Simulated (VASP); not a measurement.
Wanted: the native input for a VASP 6.6.1 run.

* Task: electric field gradients
* Functional: PBE
* Potentials or basis: VASP PAW PBE potentials, release 64 (Al, N)
* Cutoff: 520 eV
* k mesh: 10 × 10 × 10
* Occupations: fermi-dirac, width 0.02 eV
* Spin: no spin polarisation
* Dipole correction: no
* Further INCAR settings: ALGO = Normal; EDIFF = 1e-08; NBANDS = 11

The structure of AlN lies in POSCAR:

```
AlN
1.0
    0.0000000000      1.9845714768      1.9845714768
    1.9845714768      0.0000000000      1.9845714768
    1.9845714768      1.9845714768      0.0000000000
Al N
1 1
Direct
    0.0000000000      0.0000000000      0.0000000000
    0.5000000000      0.5000000000      0.5000000000
```

This cell differs from its parent crystal: volume scaled by 1.01.

One way to write it, as run:

INCAR

```
SYSTEM = AlN
ALGO = Normal ; EDIFF = 1E-8
ENCUT = 520 ; GGA = PE
ISIF = 2 ; ISMEAR = -1
LASPH = .TRUE. ; LCHARG = .FALSE.
LEFG = .TRUE. ; LREAL = .FALSE.
LWAVE = .FALSE. ; NBANDS = 11
NELM = 100 ; PREC = Accurate
SIGMA = 0.02
```

KPOINTS

```
k-points
0
G
  10 10 10
  0 0 0
```

Potentials or basis: VASP PAW PBE potentials, release 64 (Al, N).

Launch:

```console
$ cat potpaw_PBE.64/Al/POTCAR potpaw_PBE.64/N/POTCAR > POTCAR
$ mpirun -np 1 vasp_std > vasp.out
```

It gave:

| Item | Value |
| --- | --- |
| Pressure | 21.8 GPa |
| Band gap on the k mesh | 5.16 eV, indirect (least direct gap 6.50 eV) |

Caveat: without QUAD_EFG the Cq values of the log hold for a quadrupole moment of 1 mb, not for the nuclei.

It took 5.3 s on 1 thread of Intel(R) Xeon(R) Platinum 8488C (Sapphire Rapids), with other jobs on the host, peak memory 0.13 GiB.
